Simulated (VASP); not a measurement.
# Ga in VASP: a series of runs

The runs below take Ga through electric field gradients, with PBE.

Everything below comes from runs of VASP 6.6.1. Logs are shortened: lines on timing, memory, paths and dates and some standing lists are left out, and cuts for length are marked.

## Step 1: The cell of the first run

It takes space group C2/c (No. 15, monoclinic). The conventional cell has a = 2.787 Å, b = 8.114 Å, c = 3.282 Å, α = 90.00°, β = 92.07°, γ = 90.00°. Ga (site symmetry 2) has 10 Ga at 2.69 to 3.28 Å within 3.5 Å.

## Step 2: Electric field gradients, PBE (z stretched by -1.5 % at fixed volume)

INCAR reads:

```
  ALGO = Normal
  EDIFF = 1E-8
  ENCUT = 520
  GGA = PE
  ISIF = 2
  ISMEAR = -1
  LASPH = T
  LCHARG = F
  LEFG = T
  LREAL = F
  LWAVE = F
  NBANDS = 20
  NELM = 60
  PREC = Accurate
  SIGMA = 0.05
```

KPOINTS reads:

```
k-points
0
Gamma
  14 14 11
```

POSCAR reads:

```
Ga
1.0
    1.3934906686     -4.0570427891      0.0000000000
    1.3934906686      4.0570427891      0.0000000000
   -0.1183409104      0.0000000000      3.2799810500
Ga
2
Direct
    0.8690000000      0.1310000000      0.2500000000
    0.1310000000      0.8690000000      0.7500000000
```

Potentials or basis: VASP PAW PBE potentials, release 64 (Ga_d).

Launch:

```sh
> cat potpaw_PBE.64/Ga_d/POTCAR > POTCAR
> mpirun -np 1 vasp_std > vasp.out
```

OUTCAR:

```text
EDIFF = 1E-8
   ENCUT = 520
   GGA = PE
   ISIF = 2
   ISMEAR = -1
   LASPH = T
   LREAL = F
   NELM = 60
   PREC = Accurate

 ion  position               nearest neighbor table
   1  0.869  0.131  0.250-   2 2.69   2 2.69   2 2.86   2 2.86   2 2.92   2 2.92
   2  0.131  0.869  0.750-   1 2.69   1 2.69   1 2.86   1 2.86   1 2.92   1 2.92

  LATTYP: Found a base centered monoclinic cell.
 ALAT       =     2.7869813372
 B/A-ratio  =     2.9114244397
 C/A-ratio  =     1.1776595585
 COS(beta)  =    -0.0360562938

  Lattice vectors:

 A1 = (   1.3934906686,  -4.0570427891,   0.0000000000)
 A2 = (   1.3934906686,   4.0570427891,   0.0000000000)
 A3 = (  -0.1183409104,   0.0000000000,   3.2799810500)

Analysis of symmetry for initial positions (statically):
=====================================================================
 Subroutine PRICEL returns:
 Original cell was already a primitive cell.

 Routine SETGRP: Setting up the symmetry group for a
 base centered monoclinic supercell.

 Subroutine GETGRP returns: Found  4 space group operations
 (whereof  2 operations were pure point group operations)
 out of a pool of  4 trial point group operations.

The static configuration has the point symmetry S_2 .
 The point group associated with its full space group is C_2h.

Analysis of symmetry for dynamics (positions and initial velocities):
=====================================================================
 Subroutine PRICEL returns:
 Original cell was already a primitive cell.

 Routine SETGRP: Setting up the symmetry group for a
 base centered monoclinic supercell.

 Subroutine GETGRP returns: Found  4 space group operations
 (whereof  2 operations were pure point group operations)
 out of a pool of  4 trial point group operations.

The dynamic configuration has the point symmetry S_2 .
 The point group associated with its full space group is C_2h.

 Subroutine INISYM returns: Found  4 space group operations
 (whereof  2 operations are pure point group operations),
 and found     1 'primitive' translations

----------------------------------------------------------------------------------------

                                     Primitive cell

  volume of cell :      37.0864
[... 116 lines left out ...]
   AEXX    =    0.0000 exact exchange contribution
   IVDW    =     0    specifies the selected vdW correction
   LEPSILON=     F    determine dielectric tensor
   LRPA    =     F    only Hartree local field effects (RPA)
 non-spin polarized calculation
  energy-cutoff  :      520.00
  volume of cell :       37.09
 maximum number of plane-waves:      1012
   NGX = 15   NGY = 15   NGZ = 13

 number of electron      26.0000015 magnetization

 Free energy of the ion-electron system (eV)
  ---------------------------------------------------
  ext. energy  EPLUGINS =         0.00000000
  ---------------------------------------------------
  free energy    TOTEN  =        -5.77362257 eV

  energy without entropy =       -5.76839243  energy(sigma->0) =       -5.77100750

 E-fermi :   5.6876     XC(G=0): -11.0594

 val. band max:        5.6720796701   @ k =  -0.1429  -0.2857   0.4545
 cond. band min:       5.6926362216   @ k =  -0.0714   0.3571   0.1818
 fundamental gap:      0.0205565515
 Fermi energy:         5.6875810012

 k-point     1 :       0.0000    0.0000    0.0000
  band No.  band energies     occupation
      1      -9.4905      2.00000
      2      -9.4887      2.00000
      3      -9.4437      2.00000
      4      -9.4200      2.00000
      5      -9.1601      2.00000
      6      -9.1574      2.00000
[... 541 lines left out ...]
     19      17.2169      0.00000
     20      18.3190      0.00000

 [... further k-points ...]
[... 5 lines left out ...]
  --------------------------------------------------------------------------------------
  -------------------------------------------------------------------------------------
  Total        0.4193738      0.4053785      0.4744198      0.0000000      0.0000000      0.0168694
  in kB       18.1174419     17.5128280     20.4954958      0.0000000      0.0000000      0.7287797
  external PRESSURE =      18.7085886 kB  Pullay stress =       0.0000000 kB

 VOLUME and BASIS-vectors are now :
 -----------------------------------------------------------------------------
  energy-cutoff  :      520.00
  volume of cell :       37.09
      direct lattice vectors                 reciprocal lattice vectors
     1.393490669 -4.057042789  0.000000000     0.358811158 -0.123242476  0.012945818
     1.393490669  4.057042789  0.000000000     0.358811158  0.123242476  0.012945818
    -0.118340910  0.000000000  3.279981050     0.000000000  0.000000000  0.304879810

 POSITION                                       TOTAL-FORCE (eV/Angst)
 -----------------------------------------------------------------------------------
      1.36391     -2.99410      0.82000         0.000000      0.208913     -0.000000
      1.30473      2.99410      2.45999        -0.000000     -0.208913      0.000000
 -----------------------------------------------------------------------------------
    total drift:                                0.000000      0.000000     -0.000000

  FREE ENERGIE OF THE ION-ELECTRON SYSTEM (eV)
  ---------------------------------------------------
  free  energy   TOTEN  =        -5.7736225697 eV

  energy  without entropy=       -5.7683924253  energy(sigma->0) =       -5.77100750

 Electric field gradients (V/A^2)
---------------------------------------------------------------------
 ion       V_xx      V_yy      V_zz      V_xy      V_xz      V_yz
---------------------------------------------------------------------
   1      -4.969   -18.409    23.378     0.000    -2.952    -0.000
   2      -4.969   -18.409    23.378     0.000    -2.952    -0.000
---------------------------------------------------------------------

 Electric field gradients after diagonalization (V/A^2)
 (convention: |V_zz| > |V_xx| > |V_yy|)
----------------------------------------------------------------------
 ion       V_xx      V_yy      V_zz     asymmetry (V_yy - V_xx)/ V_zz
----------------------------------------------------------------------
   1     -18.409    -5.273    23.682       0.555
   2     -18.409    -5.273    23.682       0.555
----------------------------------------------------------------------

           NMR quadrupolar parameters

 Cq : quadrupolar parameter    Cq=e*Q*V_zz/h
 eta: asymmetry parameters     (V_yy - V_xx)/ V_zz
 Q  : nuclear electric quadrupole moment in mb (millibarn)
----------------------------------------------------------------------
 ion       Cq(MHz)       eta       Q (mb)
----------------------------------------------------------------------
   1       0.057       0.555       1.000
   2       0.057       0.555       1.000
----------------------------------------------------------------------
```

OSZICAR:

```text
N       E                     dE             d eps       ncg     rms          rms(c)
DAV:   1     0.131134320748E+03    0.13113E+03   -0.13241E+04 24564   0.247E+03
DAV:   2     0.557598179634E+01   -0.12556E+03   -0.12247E+03 24040   0.385E+02
DAV:   3    -0.565446264398E+01   -0.11230E+02   -0.11165E+02 26072   0.942E+01
DAV:   4    -0.582354378794E+01   -0.16908E+00   -0.16898E+00 26832   0.128E+01
DAV:   5    -0.582635777283E+01   -0.28140E-02   -0.28138E-02 26652   0.161E+00    0.141E+00
DAV:   6    -0.578274508427E+01    0.43613E-01   -0.87821E-02 31396   0.491E+00    0.730E-01
DAV:   7    -0.577451744380E+01    0.82276E-02   -0.17712E-02 33448   0.183E+00    0.201E-01
DAV:   8    -0.577360458074E+01    0.91286E-03   -0.22639E-03 25564   0.659E-01    0.190E-02
DAV:   9    -0.577362178743E+01   -0.17207E-04   -0.10633E-04 26596   0.104E-01    0.796E-03
DAV:  10    -0.577362277264E+01   -0.98521E-06   -0.74390E-06 26252   0.317E-02    0.198E-03
DAV:  11    -0.577362266999E+01    0.10265E-06   -0.95487E-07 27544   0.118E-02    0.542E-04
DAV:  12    -0.577362263782E+01    0.32172E-07   -0.98817E-08 27872   0.388E-03    0.177E-04
DAV:  13    -0.577362257253E+01    0.65282E-07   -0.12332E-08 16608   0.163E-03    0.625E-05
DAV:  14    -0.577362256969E+01    0.28394E-08   -0.22374E-09 13088   0.650E-04
   1 F= -.57736226E+01 E0= -.57710075E+01  d E =-.523014E-02
```

It took 5.6 min on 1 thread of Intel Xeon Platinum 8259CL at 2.50GHz (Skylake/Cascade Lake), shared host; peak memory 0.43 GiB.

What came out:

* Free energy: -5.7736 eV
* Pressure: 1.9 GPa
* Largest force: 0.209 eV/Å
* Band gap on the k mesh: zero (bands 13 and 14 overlap by 8.27 eV)
* Largest electric field gradient by atom: Ga +23.7 V/Å²

Forces on the atoms (eV/Å):
```
Ga   0.000  0.209  0.000
Ga   0.000 -0.209  0.000
```

Levels at points of the mesh, in eV from the Fermi level:
| k point | band 10 | band 11 | band 12 | band 13 | band 14 | band 15 | band 16 | band 17 |
| --- | --- | --- | --- | --- | --- | --- | --- | --- |
| (0.00, 0.00, 0.00) | -14.66 | -11.26 | -2.24 | -1.73 | 1.98 | 5.74 | 9.35 | 10.05 |
| (0.50, 0.00, 0.00) | -14.69 | -6.20 | -5.11 | -1.48 | -0.16 | 5.96 | 6.61 | 8.67 |
| (0.50, 0.50, 0.00) | -14.72 | -9.16 | -8.66 | 4.31 | 4.88 | 6.13 | 6.33 | 7.24 |

Electric field gradients, principal values (V/Å²):
| atom | least | middle | greatest (by size) |
| --- | --- | --- | --- |
| 1 Ga | -5.273 | -18.409 | 23.682 |
| 2 Ga | -5.273 | -18.409 | 23.682 |

Caveat: without QUAD_EFG the Cq values of the log hold for a quadrupole moment of 1 mb, not for the nuclei.

(Continued in part 2 of 2.)
